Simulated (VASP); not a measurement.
KI, 2 atoms in the cell. Symmetry: Immm, No. 71, orthorhombic system. The conventional cell has a = 4.935 Å, b = 5.034 Å, c = 7.049 Å, α = 90.00°, β = 90.00°, γ = 90.00°. Within 4.6 Å of K (site symmetry mmm) lie 6 I at 3.52 Å. Within 4.6 Å of I (site symmetry mmm) lie 6 K at 3.52 Å.  This cell differs from its parent crystal: strain -0.0200 x Voigt [0, 0, 0, 0, 1, 0].

| Quantity | Value |
| --- | --- |
| Program | VASP 6.6.1 |
| Task | single point |
| Functional | PBE |
| Potentials or basis | VASP PAW PBE potentials, release 64 (K_sv, I) |
| Cutoff | 520 eV |
| k mesh | 6 × 6 × 6 |
| Occupations | gaussian, width 0.05 eV |
| Spin | no spin polarisation |
| Dipole correction | no |
| Further INCAR settings | ALGO = Normal; EDIFF = 1e-07; NBANDS = 15 |

Potentials or basis: VASP PAW PBE potentials, release 64 (K_sv, I).

Command:

```bash
$ cat potpaw_PBE.64/K_sv/POTCAR potpaw_PBE.64/I/POTCAR > POTCAR
$ mpirun -np 1 vasp_std > vasp.out
```

Hardware: 1 thread of AMD EPYC 7R13, with other jobs on the host.

Problem. How long does it take, and how much memory?

Solution. It took 2.6 min on 1 thread of AMD EPYC 7R13 (shared host), peak memory 0.23 GiB. Counts: scf iterations 15, k points 46.
